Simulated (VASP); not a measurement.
# Li3Cd2Si3: single point with BLYP

Li3Cd2Si3:

```xyz
16
Lattice="6.2582 0.0000 0.0000 0.0000 6.2582 0.0000 0.0000 0.0000 6.3029" Properties=species:S:1:pos:R:3 pbc="T T T"
Li    4.6937    1.5646    1.5757
Li    1.5646    4.6937    4.7271
Li    0.0000    0.0000    3.1514
Li    3.1291    0.0000    0.0000
Li    3.1291    3.1291    3.1514
Li    0.0000    3.1291    0.0000
Cd    0.0000    0.0000    0.0000
Cd    3.1291    0.0000    3.1514
Cd    3.1291    3.1291    0.0000
Cd    0.0000    3.1291    3.1514
Si    1.5646    1.5646    1.5757
Si    1.5646    1.5646    4.7271
Si    4.6937    4.6937    4.7271
Si    4.6937    4.6937    1.5757
Si    1.5646    4.6937    1.5757
Si    4.6937    1.5646    4.7271
```

* Program: VASP 6.6.1
* Task: single point
* Functional: BLYP
* Potentials or basis: VASP PAW PBE potentials, release 64 (Li_sv, Cd, Si)
* Cutoff: 520 eV
* k mesh: 6 × 6 × 6
* Occupations: fermi-dirac, width 0.1 eV
* Spin: no spin polarisation

```
Band gap on the k mesh : zero (bands 45 and 46 overlap by 1.36 eV)
```

Levels at points of the mesh, in eV from the Fermi level:
```csv
k point,band 42,band 43,band 44,band 45,band 46,band 47,band 48,band 49
"(0.00, 0.00, 0.00)",-0.14,-0.14,-0.09,0.45,0.67,0.67,0.72,0.72
"(0.50, 0.00, 0.00)",-2.32,-1.29,-1.29,-0.35,-0.35,0.84,0.84,2.32
"(0.50, 0.50, 0.00)",-1.46,-0.91,-0.91,-0.56,-0.56,0.79,0.79,1.72
"(0.00, 0.00, 0.50)",-2.30,-1.31,-1.31,-0.41,-0.41,0.87,0.87,2.25
"(0.50, 0.00, 0.50)",-1.50,-0.97,-0.97,-0.60,-0.60,0.80,0.80,1.69
"(0.50, 0.50, 0.50)",-1.20,-0.83,-0.83,-0.80,-0.74,-0.74,-0.72,-0.52
```

Run time: 18 min on 1 thread of Intel(R) Xeon(R) Platinum 8259CL CPU @ 2.50GHz (Skylake/Cascade Lake) (shared host), peak memory 0.53 GiB.
